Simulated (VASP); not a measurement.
# As (R-3m) in VASP: electric field gradients with PBE+D3(BJ)

Aim: the electric field gradients of As with PBE+D3(BJ).

Program: VASP 6.6.1. These are calculated values, not measurements. Logs are shortened: lines on timing, memory, paths and dates and some standing lists are left out, and cuts for length are marked.

## 1. The cell of the first run

Symmetry: R-3m, No. 166, trigonal system. The conventional cell has a = 3.780 Å, b = 3.780 Å, c = 10.129 Å, α = 90.00°, β = 90.00°, γ = 120.00°. As (site symmetry 3m) has 6 As at 2.54 to 3.02 Å within 3.3 Å.

## 2. Electric field gradients, PBE+D3(BJ)

INCAR

```
SYSTEM = As
PREC = Accurate
ENCUT = 520
EDIFF = 1E-8
ISMEAR = -1
SIGMA = 0.15
LREAL = .FALSE.
LASPH = .TRUE.
NELM = 120
ALGO = Normal
ISIF = 2
LWAVE = .FALSE.
LCHARG = .FALSE.
GGA = PE
IVDW = 12
LEFG = .TRUE.
NBANDS = 22
GGA_COMPAT = .FALSE.
```

KPOINTS

```
regular mesh
0
G
  15 15 15
  0 0 0
```

POSCAR

```
As
1.0
    1.8900837833      1.0912403811      3.3763798235
   -1.8900837833      1.0912403811      3.3763798235
    0.0000000000     -2.1824807622      3.3763798235
As
2
Direct
    0.7696524162      0.7696524162      0.7696524162
    0.2303475838      0.2303475838      0.2303475838
```

Potentials or basis: VASP PAW PBE potentials, release 64 (As_d).

Started as:

```sh
$ cat potpaw_PBE.64/As_d/POTCAR > POTCAR
$ mpirun -np 1 vasp_std > vasp.out
```

OUTCAR:

```text
SYSTEM = As
   PREC = Accurate
   ENCUT = 520
   EDIFF = 1E-8
   ISMEAR = -1
   LREAL = .FALSE.
   LASPH = .TRUE.
   NELM = 120
   ISIF = 2
   GGA = PE
   IVDW = 12
 IVDW          = 12

 ion  position               nearest neighbor table
   1  0.770  0.770  0.770-   2 2.54   2 2.54   2 2.54
   2  0.230  0.230  0.230-   1 2.54   1 2.54   1 2.54

  LATTYP: Found a trigonal (rhomboedric) cell.
 ALAT       =     4.0203436408
 COS(alpha) =     0.5579557404

  Lattice vectors:

 A1 = (   1.8900837833,   1.0912403811,   3.3763798235)
 A2 = (  -1.8900837833,   1.0912403811,   3.3763798235)
 A3 = (   0.0000000000,  -2.1824807622,   3.3763798235)

Analysis of symmetry for initial positions (statically):
=====================================================================
 Subroutine PRICEL returns:
 Original cell was already a primitive cell.

 Routine SETGRP: Setting up the symmetry group for a
 trigonal (rhombohedral) supercell.

 Subroutine GETGRP returns: Found 12 space group operations
 (whereof 12 operations were pure point group operations)
 out of a pool of 12 trial point group operations.

The static configuration has the point symmetry D_3d.

Analysis of symmetry for dynamics (positions and initial velocities):
=====================================================================
 Subroutine PRICEL returns:
 Original cell was already a primitive cell.

 Routine SETGRP: Setting up the symmetry group for a
 trigonal (rhombohedral) supercell.

 Subroutine GETGRP returns: Found 12 space group operations
 (whereof 12 operations were pure point group operations)
 out of a pool of 12 trial point group operations.

The dynamic configuration has the point symmetry D_3d.

 Subroutine INISYM returns: Found 12 space group operations
 (whereof 12 operations are pure point group operations),
 and found     1 'primitive' translations

----------------------------------------------------------------------------------------

                                     Primitive cell

  volume of cell :      41.7834

  direct lattice vectors                    reciprocal lattice vectors
     1.890083783  1.091240381  3.376379824     0.264538538  0.152731396  0.098725070
    -1.890083783  1.091240381  3.376379824    -0.264538538  0.152731396  0.098725070
     0.000000000 -2.182480762  3.376379824     0.000000000 -0.305462792  0.098725070

  length of vectors
     4.020343641  4.020343641  4.020343641     0.321020492  0.321020492  0.321020492

  position of ions in fractional coordinates (direct lattice)
     0.769652416  0.769652416  0.769652416
     0.230347584  0.230347584  0.230347584

  ion indices of the primitive-cell ions
   primitive index   ion index
                 1           1
                 2           2

----------------------------------------------------------------------------------------

 KPOINTS: regular mesh

Automatic generation of k-mesh.
 Grid dimensions read from file:
 generate k-points for:   15   15   15

 Generating k-lattice:

  Cartesian coordinates                     Fractional coordinates (reciprocal lattice)
     0.017635903  0.010182093  0.006581671     0.066666667  0.000000000  0.000000000
    -0.017635903  0.010182093  0.006581671     0.000000000  0.066666667  0.000000000
     0.000000000 -0.020364186  0.006581671     0.000000000  0.000000000  0.066666667

  Length of vectors
     0.021401366  0.021401366  0.021401366

  Shift w.r.t. Gamma in fractional coordinates (k-lattice)
     0.000000000  0.000000000  0.000000000

 Subroutine IBZKPT returns following result:
 ===========================================

 Found    344 irreducible k-points:

 Following reciprocal coordinates:
            Coordinates               Weight
  0.000000  0.000000  0.000000      1.000000
  0.066667  0.000000  0.000000      6.000000
  0.133333 -0.000000 -0.000000      6.000000
  0.200000  0.000000 -0.000000      6.000000
  0.266667 -0.000000 -0.000000      6.000000
  0.333333  0.000000 -0.000000      6.000000
[... 16 lines left out ...]
  0.133333  0.133333 -0.000000      6.000000
  0.200000  0.133333 -0.000000     12.000000
 [... further k-points ...]
   k-points           NKPTS =    344   k-points in BZ     NKDIM =    344   number of bands    NBANDS=     22
   number of dos      NEDOS =    301   number of ions     NIONS =      2
   total plane-waves  NPLWV =  27000
   dimension x,y,z NGX =    30 NGY =   30 NGZ =   30
   dimension x,y,z NGXF=    60 NGYF=   60 NGZF=   60
   ions per type =               2
   NGX,Y,Z   is equivalent  to a cutoff of  12.41, 12.41, 12.41 a.u.
   NGXF,Y,Z  is equivalent  to a cutoff of  24.81, 24.81, 24.81 a.u.
 SYSTEM =  As
   PREC   = accura    normal or accurate (medium, high low for compatibility)
   ISTART =      0    job   : 0-new  1-cont  2-samecut
   ICHARG =      2    charge: 1-file 2-atom 10-const
   ISPIN  =      1    spin polarized calculation?
   LNONCOLLINEAR =      F non collinear calculations
   LSORBIT =      F    spin-orbit coupling
   LASPH  =      T    aspherical Exc in radial PAW
   ENCUT  =  520.0 eV  38.22 Ry    6.18 a.u.   7.48  7.48  7.48*2*pi/ulx,y,z
   NELM   =    120;   NELMIN=  2; NELMDL= -5     # of ELM steps
   EDIFF  = 0.1E-07   stopping-criterion for ELM
   LREAL  =      F    real-space projection
   EDIFFG = 0.1E-06   stopping-criterion for IOM
   NSW    =      0    number of steps for IOM
   IBRION =     -1    ionic relax: 0-MD 1-quasi-New 2-CG
   NFREE  =      0    steps in history (QN), initial steepest desc. (CG)
   ISIF   =      2    stress and relaxation
   ISYM   =      2    0-nonsym 1-usesym 2-fastsym
   POTIM  = 0.5000    time-step for ionic-motion
   TEBEG  =    0.0;   TEEND  =   0.0 temperature during run
   PSTRESS=    0.0 pullay stress
   NELECT =      30.0000    total number of electrons
   NUPDOWN=      -1.0000    fix difference up-down
   EMIN   =  10.00;   EMAX   =-10.00  energy-range for DOS
   EFERMI =   0.00;   METHOD = LEGACY
   ISMEAR =    -1;   SIGMA  =   0.15  broadening in eV -4-tet -1-fermi 0-gaus
   EFERMI_NEDOS =   21; number of points for ismear=-14 and -15
   IALGO  =     38    algorithm
   IMIX   =      4    mixing-type and parameters
     AMIX     =   0.40;   BMIX     =  1.00
     AMIX_MAG =   1.60;   BMIX_MAG =  1.00
  volume/ion in A,a.u.               =      20.89       140.98
  Fermi-wavevector in a.u.,A,eV,Ry     =   1.465932  2.770210 29.238341  2.148957
  Thomas-Fermi vector in A             =   2.581730
   LORBIT       =      0    0 simple, 1 ext, 2 COOP (PROOUT), +10 PAW based schemes
   GGA     = PE    functional components
   LHFCALC =     F    Hartree Fock is set to
   AEXX    =    0.0000 exact exchange contribution
   IVDW    =    12    specifies the selected vdW correction
   LEPSILON=     F    determine dielectric tensor
   LRPA    =     F    only Hartree local field effects (RPA)
 non-spin polarized calculation
  energy-cutoff  :      520.00
  volume of cell :       41.78
 maximum number of plane-waves:      1137
 NGX is ok and might be reduce to    30
   NGX = 15   NGY = 15   NGZ = 15

 number of electron      30.0000018 magnetization

 Free energy of the ion-electron system (eV)
  ---------------------------------------------------
  ext. energy  EPLUGINS =         0.00000000
  ---------------------------------------------------
  free energy    TOTEN  =        -9.33190803 eV

  energy without entropy =       -9.30893401  energy(sigma->0) =       -9.32042102

 E-fermi :   4.0424     XC(G=0): -10.8395

 val. band max:        4.0018144486   @ k =   0.3333   0.1333   0.1333
 cond. band min:       4.0692781607   @ k =   0.3333   0.2000   0.2000
 fundamental gap:      0.0674637121
 Fermi energy:         4.0424187370

 k-point     1 :       0.0000    0.0000    0.0000
  band No.  band energies     occupation
      1     -32.2743      2.00000
      2     -32.2743      2.00000
      3     -32.2293      2.00000
      4     -32.2293      2.00000
      5     -32.2032      2.00000
      6     -32.1640      2.00000
[... 14 lines left out ...]
     21      10.9478      0.00000
     22      12.6676      0.00000

 k-point     2 :       0.0667    0.0000    0.0000
  band No.  band energies     occupation
      1     -32.2736      2.00000
      2     -32.2730      2.00000
      3     -32.2288      2.00000
      4     -32.2284      2.00000
      5     -32.2028      2.00000
      6     -32.1646      2.00000
[... 542 lines left out ...]
 k-point    24 :       0.2000    0.1333   -0.0000
  band No.  band energies     occupation
      1     -32.2727      2.00000
      2     -32.2601      2.00000
      3     -32.2267      2.00000
      4     -32.2222      2.00000
      5     -32.1994      2.00000
      6     -32.1697      2.00000
[... 14 lines left out ...]
     21      11.8995      0.00000
     22      13.5995      0.00000

 [... further k-points ...]

------------------------ aborting loop because EDIFF is reached ----------------------------------------

 Edisp (eV)   -0.86622

 E8    (eV) :    -0.3670

  FORCE on cell =-STRESS in cart. coord.  units (eV):
  Direction    XX          YY          ZZ          XY          YZ          ZX
  --------------------------------------------------------------------------------------
  -------------------------------------------------------------------------------------
  Total       0.03654     0.03654     0.03353     0.00000    -0.00000     0.00000
  in kB       1.40100     1.40100     1.28554     0.00000    -0.00000     0.00000
  external pressure =        1.36 kB  Pullay stress =        0.00 kB

 VOLUME and BASIS-vectors are now :
 -----------------------------------------------------------------------------
  energy-cutoff  :      520.00
  volume of cell :       41.78
      direct lattice vectors                 reciprocal lattice vectors
     1.890083783  1.091240381  3.376379824     0.264538538  0.152731396  0.098725070
    -1.890083783  1.091240381  3.376379824    -0.264538538  0.152731396  0.098725070
     0.000000000 -2.182480762  3.376379824     0.000000000 -0.305462792  0.098725070

 POSITION                                       TOTAL-FORCE (eV/Angst)
 -----------------------------------------------------------------------------------
      0.00000      0.00000      7.79592         0.000000      0.000000     -0.010453
      0.00000      0.00000      2.33322         0.000000     -0.000000      0.010453
 -----------------------------------------------------------------------------------
    total drift:                                0.000000     -0.000000      0.000000

  FREE ENERGIE OF THE ION-ELECTRON SYSTEM (eV)
  ---------------------------------------------------
  free  energy   TOTEN  =       -10.1981237584 eV

  energy  without entropy=      -10.1751497392  energy(sigma->0) =      -10.18663675

 Electric field gradients (V/A^2)
---------------------------------------------------------------------
 ion       V_xx      V_yy      V_zz      V_xy      V_xz      V_yz
---------------------------------------------------------------------
   1      21.008    21.008   -42.015     0.000    -0.000    -0.000
   2      21.008    21.008   -42.015     0.000     0.000    -0.000
---------------------------------------------------------------------

 Electric field gradients after diagonalization (V/A^2)
 (convention: |V_zz| > |V_xx| > |V_yy|)
----------------------------------------------------------------------
 ion       V_xx      V_yy      V_zz     asymmetry (V_yy - V_xx)/ V_zz
----------------------------------------------------------------------
   1      21.008    21.008   -42.015       0.000
   2      21.008    21.008   -42.015       0.000
----------------------------------------------------------------------

           NMR quadrupolar parameters

 Cq : quadrupolar parameter    Cq=e*Q*V_zz/h
 eta: asymmetry parameters     (V_yy - V_xx)/ V_zz
 Q  : nuclear electric quadrupole moment in mb (millibarn)
----------------------------------------------------------------------
 ion       Cq(MHz)       eta       Q (mb)
----------------------------------------------------------------------
   1      -0.102       0.000       1.000
   2      -0.102       0.000       1.000
----------------------------------------------------------------------
```

Run time: 5.3 min. Hardware: 1 thread of Intel Xeon Platinum 8259CL at 2.50GHz (Skylake/Cascade Lake), shared host; peak memory 0.36 GiB.

Results:

```
Free energy                             : -10.1981 eV
Pressure                                : 0.1 GPa
Largest force                           : 0.010 eV/Å
Band gap on the k mesh                  : zero (bands 15 and 16 overlap by 0.16 eV)
Largest electric field gradient by atom : As -42.0 V/Å²
Dispersion energy per atom              : -0.433 eV
```

Forces in eV/Å, atoms in the order of the input:
```
As   0.000  0.000 -0.010
As   0.000  0.000  0.010
```

Levels at points of the mesh, in eV from the Fermi level:
```
           k point  band 12  band 13  band 14  band 15  band 16  band 17  band 18  band 19
(0.00, 0.00, 0.00)    -5.61    -2.43    -2.08    -2.08     2.11     3.12     3.12     6.54
```

Electric field gradients, principal values (V/Å²):
| atom | least | middle | greatest (by size) |
| --- | --- | --- | --- |
| 1 As | 21.008 | 21.008 | -42.015 |
| 2 As | 21.008 | 21.008 | -42.015 |

Caveat: without QUAD_EFG the Cq values of the log hold for a quadrupole moment of 1 mb, not for the nuclei.
